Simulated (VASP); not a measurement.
A run of VASP 6.6.1 is set up as follows.

Contents of INCAR:

```
PREC = Accurate
ENCUT = 520
EDIFF = 1E-7
ISMEAR = 0
SIGMA = 0.1
LREAL = F
LASPH = T
NELM = 80
ALGO = Normal
ISIF = 2
LWAVE = F
LCHARG = F
LDIPOL = T
IDIPOL = 3
DIPOL = 0.5 0.5 0.231
GGA = PE
IVDW = 12
NBANDS = 28
```

KPOINTS

```
regular mesh
0
Gamma
  6 6 1
```

Contents of POSCAR:

```
HC4
1.0
    4.9313048818      0.0000000000      0.0000000000
   -2.4656524409      4.2706353015      0.0000000000
    0.0000000000      0.0000000000     18.0000331943
C H
8 2
Direct
    0.3333333333      0.1666666667      0.2222236565
    0.3333333333      0.6666666667      0.2222236565
    0.8333333333      0.1666666667      0.2222236565
    0.8333333333      0.6666666667      0.2222236565
    0.1666666667      0.3333333333      0.2222218124
    0.1666666667      0.8333333333      0.2222218124
    0.6666666667      0.3333333333      0.2222218124
    0.6666666667      0.8333333333      0.2222218124
    0.6962023835      0.3037976165      0.2650013554
    0.8037976165      0.1962023835      0.2650013554
```

Potentials or basis: VASP PAW PBE potentials, release 64 (C, H).

The run is started by

```bash
$ cat potpaw_PBE.64/C/POTCAR potpaw_PBE.64/H/POTCAR > POTCAR
$ mpirun -np 1 vasp_std > vasp.out
```

Task: What does it give for the largest force?

Result: 22.298 eV/Å.

Task: Estimate the band gap on the k mesh.

Result: 0.10 eV, indirect (least direct gap 0.76 eV).

Forces in eV/Å, atoms in the order of the input:
```
C    -3.689  -0.523  -1.383
C    -0.060   0.035  -0.022
C     9.327  -5.385 -19.477
C    -1.391   3.457  -1.383
C     3.689   0.523  -1.383
C     0.060  -0.035  -0.022
C    -9.327   5.385 -19.477
C     1.391  -3.457  -1.383
H    -1.043   0.602  22.266
H     1.043  -0.602  22.266
```
